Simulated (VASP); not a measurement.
# TaN (I4/mmm) in VASP: notebook, part 2 of 2

VASP 6.6.1. The steps go on from the part before.

### Step 3. Single point, PBEsol (strain -0.1500 x Voigt [0, 1, 0, 0, 0, 0])

Contents of INCAR:

```
  PREC = Accurate
  ENCUT = 520
  EDIFF = 1E-6
  ISMEAR = 0
  SIGMA = 0.15
  LREAL = F
  LASPH = T
  NELM = 100
  ALGO = Normal
  ISIF = 2
  LWAVE = F
  LCHARG = T
  GGA = PS
  LELF = T
  LVHAR = T
  NBANDS = 15
```

Contents of KPOINTS:

```
Automatic mesh
0
Gamma
  24 24 24
```

Contents of POSCAR:

```
TaN
1.0
    0.0000000000      1.8596679997      2.1878447055
    2.1878447055      0.0000000000      2.1878447055
    2.1878447055      1.8596679997      0.0000000000
Ta N
1 1
Direct
    0.5000000000      0.5000000000      0.5000000000
    0.0000000000      0.0000000000      0.0000000000
```

Potentials or basis: VASP PAW PBE potentials, release 64 (Ta_pv, N).

Run with:

```bash
$ cat potpaw_PBE.64/Ta_pv/POTCAR potpaw_PBE.64/N/POTCAR > POTCAR
$ mpirun -np 1 vasp_std > vasp.out
```

OUTCAR:

```text
PREC = Accurate
   ENCUT = 520
   EDIFF = 1E-6
   ISMEAR = 0
   LREAL = F
   LASPH = T
   NELM = 100
   ISIF = 2
   GGA = PS

 ion  position               nearest neighbor table
   1  0.500  0.500  0.500-   2 1.86   2 1.86   2 2.19   2 2.19   2 2.19   2 2.19
   2  0.000  0.000  0.000-   1 1.86   1 1.86   1 2.19   1 2.19   1 2.19   1 2.19

  LATTYP: Found a body centered tetragonal cell.
 ALAT       =     3.0940796549
 C/A-ratio  =     1.2020815280

  Lattice vectors:

 A1 = (   0.0000000000,  -1.8596679997,   2.1878447055)
 A2 = (   0.0000000000,  -1.8596679997,  -2.1878447055)
 A3 = (   2.1878447055,   1.8596679997,   0.0000000000)

Analysis of symmetry for initial positions (statically):
=====================================================================
 Subroutine PRICEL returns:
 Original cell was already a primitive cell.

 Routine SETGRP: Setting up the symmetry group for a
 body centered tetragonal supercell.

 Subroutine GETGRP returns: Found 16 space group operations
 (whereof 16 operations were pure point group operations)
 out of a pool of 16 trial point group operations.

The static configuration has the point symmetry D_4h.
[... 176 lines left out ...]
      6       6.6729      2.00000
      7       8.2614      2.00000
      8       8.2614      2.00000
      9       8.5520      2.00000
     10       9.8612      2.00000
     11      10.1373      2.00000
     12      10.5423      2.00000
     13      18.6468      0.00000
     14      21.2934      0.00000
[... 401 lines left out ...]
      2     -24.0182      2.00000
      3     -23.8297      2.00000
      4      -4.4479      2.00000
      5      -0.1110      2.00000
      6       2.2257      2.00000
      7       2.4863      2.00000
      8      13.0256      0.00000
      9      13.8251      0.00000
     10      14.9858      0.00000
     11      16.5211      0.00000
     12      18.5847      0.00000
     13      20.9906      0.00000
     14      24.4999      0.00000
     15      25.0642      0.00000

 [... further k-points ...]

------------------------ aborting loop because EDIFF is reached ----------------------------------------

  FORCE on cell =-STRESS in cart. coord.  units (eV):
  Direction    XX          YY          ZZ          XY          YZ          ZX
  --------------------------------------------------------------------------------------
  -------------------------------------------------------------------------------------
  Total        4.2100339     32.5563369      4.2100339      0.0000000      0.0000000      0.0000000
  in kB      378.8765946   2929.8657350    378.8765946      0.0000000      0.0000000      0.0000000
  external PRESSURE =    1229.2063081 kB  Pullay stress =       0.0000000 kB

 VOLUME and BASIS-vectors are now :
 -----------------------------------------------------------------------------
  energy-cutoff  :      520.00
  volume of cell :       17.80
      direct lattice vectors                 reciprocal lattice vectors
     0.000000000  1.859668000  2.187844705    -0.228535416  0.268865195  0.228535416
     2.187844705  0.000000000  2.187844705     0.228535416 -0.268865195  0.228535416
     2.187844705  1.859668000  0.000000000     0.228535416  0.268865195 -0.228535416

 POSITION                                       TOTAL-FORCE (eV/Angst)
 -----------------------------------------------------------------------------------
      2.18784      1.85967      2.18784        -0.000000      0.000000      0.000000
      0.00000      0.00000      0.00000         0.000000     -0.000000      0.000000
 -----------------------------------------------------------------------------------
    total drift:                                0.000000     -0.000000     -0.000000

  FREE ENERGIE OF THE ION-ELECTRON SYSTEM (eV)
  ---------------------------------------------------
  free  energy   TOTEN  =       -21.0160837230 eV

  energy  without entropy=      -21.0073666428  energy(sigma->0) =      -21.01172518
```

Run time: 2.2 min. Hardware: 1 thread of AMD EPYC 9R45 (Zen 5), shared host; peak memory 0.35 GiB.

What came out:

```
Free energy            : -21.0161 eV
Pressure               : 122.9 GPa
Band gap on the k mesh : zero (bands 8 and 9 overlap by 5.17 eV)
```

Caveat: the cell differs from its parent crystal (strain -0.1500 x Voigt [0, 1, 0, 0, 0, 0]); the cell stands under pressure; the PAW data sets were made with another functional, which shifts forces and pressure a little; spin-orbit coupling is left out, which moves the levels of the heavy elements.

### Step 4. Single point, PBEsol (strain -0.1125 x Voigt [0, 1, 0, 0, 0, 0])

Contents of INCAR:

```
SYSTEM = TaN
ALGO     = Normal         ! electronic algorithm
EDIFF    = 1E-6           ! SCF threshold, eV
ENCUT    = 520            ! plane-wave cutoff, eV
GGA      = PS             ! functional
ISIF     = 2              ! what is computed and relaxed
ISMEAR   = 0              ! smearing method
LASPH    = .TRUE.         ! aspherical terms in the spheres
LCHARG   = .TRUE.         ! write CHGCAR
LELF     = .TRUE.         ! ELF
LREAL    = .FALSE.        ! projectors in reciprocal space
LVHAR    = .TRUE.       
LWAVE    = .FALSE.        ! write WAVECAR
NBANDS   = 15             ! bands
NELM     = 80             ! most SCF steps
PREC     = Accurate       ! precision mode
SIGMA    = 0.15           ! smearing width, eV
```

Contents of KPOINTS:

```
k-points
0
G
  24 24 24
  0 0 0
```

Contents of POSCAR:

```
TaN
1.0
    0.0000000000      1.9417121761      2.1878447055
    2.1878447055      0.0000000000      2.1878447055
    2.1878447055      1.9417121761      0.0000000000
Ta N
1 1
Direct
    0.5000000000      0.5000000000      0.5000000000
    0.0000000000      0.0000000000      0.0000000000
```

Run with:

```bash
$ cat potpaw_PBE.64/Ta_pv/POTCAR potpaw_PBE.64/N/POTCAR > POTCAR
$ mpirun -np 1 vasp_std > vasp.out
```

Run time: 2.3 min. Hardware: 1 thread of AMD EPYC 9R45 (Zen 5), shared host; peak memory 0.37 GiB.

The run converged. Its results:

| Quantity | Value |
| --- | --- |
| Free energy | -22.1529 eV |
| Pressure | 75.3 GPa |
| Band gap on the k mesh | zero (bands 8 and 9 overlap by 4.90 eV) |

Stress tensor (GPa, compression positive):
```
 24.86   0.00   0.00
  0.00 176.32   0.00
  0.00   0.00  24.86
```

Levels at points of the mesh, in eV from the Fermi level:
| k point | band 6 | band 7 | band 8 | band 9 | band 10 | band 11 |
| --- | --- | --- | --- | --- | --- | --- |
| (0.00, 0.00, 0.00) | -4.47 | -3.37 | -2.93 | -2.93 | -1.31 | -0.91 |
| (0.50, 0.00, 0.00) | -8.81 | -8.75 | 1.69 | 3.11 | 3.25 | 4.16 |
| (0.50, 0.50, 0.00) | -6.26 | -5.09 | -3.93 | 1.70 | 3.55 | 5.04 |
| (0.50, 0.00, 0.50) | -5.44 | -5.33 | -5.33 | 2.83 | 4.29 | 4.29 |

Caveat: the cell differs from its parent crystal (strain -0.1125 x Voigt [0, 1, 0, 0, 0, 0]); the cell stands under pressure; the PAW data sets were made with another functional, which shifts forces and pressure a little; spin-orbit coupling is left out, which moves the levels of the heavy elements.

### Step 5. Single point, PBEsol (strain -0.0750 x Voigt [0, 1, 0, 0, 0, 0])

Contents of INCAR:

```
SYSTEM = TaN
PREC = Accurate ; ENCUT = 520
EDIFF = 1E-6 ; ISMEAR = 0
SIGMA = 0.15 ; LREAL = .FALSE.
LASPH = .TRUE. ; NELM = 60
ALGO = Normal ; ISIF = 2
LWAVE = .FALSE. ; LCHARG = .TRUE.
GGA = PS ; LELF = .TRUE.
LVHAR = .TRUE. ; NBANDS = 15
```

Contents of KPOINTS:

```
Automatic mesh
0
G
  24 24 24
  0 0 0
```

Contents of POSCAR:

```
TaN
1.0
    0.0000000000      2.0237563526      2.1878447055
    2.1878447055      0.0000000000      2.1878447055
    2.1878447055      2.0237563526      0.0000000000
Ta N
1 1
Direct
    0.5000000000      0.5000000000      0.5000000000
    0.0000000000      0.0000000000      0.0000000000
```

Run with:

```bash
$ cat potpaw_PBE.64/Ta_pv/POTCAR potpaw_PBE.64/N/POTCAR > POTCAR
$ mpirun -np 1 vasp_std > vasp.out
```

It took 2 min on 1 thread of AMD EPYC 9R45 (Zen 5), shared host; peak memory 0.37 GiB.

The run converged. Its results:

- Free energy: -22.8072 eV
- Pressure: 41.3 GPa
- Band gap on the k mesh: zero (bands 8 and 9 overlap by 4.56 eV)

Stress tensor (GPa, compression positive):
```
14.61  0.00  0.00
 0.00 94.73  0.00
 0.00  0.00 14.61
```

Levels at points of the mesh, in eV from the Fermi level:
| k point | band 6 | band 7 | band 8 | band 9 | band 10 | band 11 |
| --- | --- | --- | --- | --- | --- | --- |
| (0.00, 0.00, 0.00) | -4.24 | -3.66 | -2.69 | -2.69 | -1.67 | -0.56 |
| (0.50, 0.00, 0.00) | -8.38 | -8.34 | 1.79 | 2.61 | 2.68 | 4.06 |
| (0.50, 0.50, 0.00) | -6.07 | -4.91 | -4.33 | 1.99 | 3.57 | 4.59 |
| (0.50, 0.00, 0.50) | -6.02 | -5.11 | -5.11 | 2.53 | 4.09 | 4.09 |

Caveat: the cell differs from its parent crystal (strain -0.0750 x Voigt [0, 1, 0, 0, 0, 0]); the cell stands under pressure; the PAW data sets were made with another functional, which shifts forces and pressure a little; spin-orbit coupling is left out, which moves the levels of the heavy elements.

### Step 6. Summary

```csv
cell,gap on the mesh (eV),pressure (GPa)
"a = 3.334, b = 3.094 Å, angles 62.4, 55.3, 62.4°, 2 atoms",none,-25.3
"a = 2.871, b = 3.094 Å, angles 57.4, 65.2, 57.4°, 2 atoms",none,122.9
"a = 2.925, b = 3.094 Å, angles 58.1, 63.9, 58.1°, 2 atoms",none,75.3
"a = 2.980, b = 3.094 Å, angles 58.7, 62.5, 58.7°, 2 atoms",none,41.3
```

Alike in all rows: task single point; level PBEsol; potentials or basis VASP PAW PBE potentials, release 64 (Ta_pv, N); no spin polarisation; k mesh 24 × 24 × 24; cutoff (eV) 520; smearing gaussian 0.15 eV.

Caveats: the PAW data sets were made with another functional, which shifts forces and pressure a little; spin-orbit coupling is left out, which moves the levels of the heavy elements; the cell stands under pressure (at least some runs); the cell stands under tension (at least some runs).

Absolute energies hang on the potentials; compare differences alone.
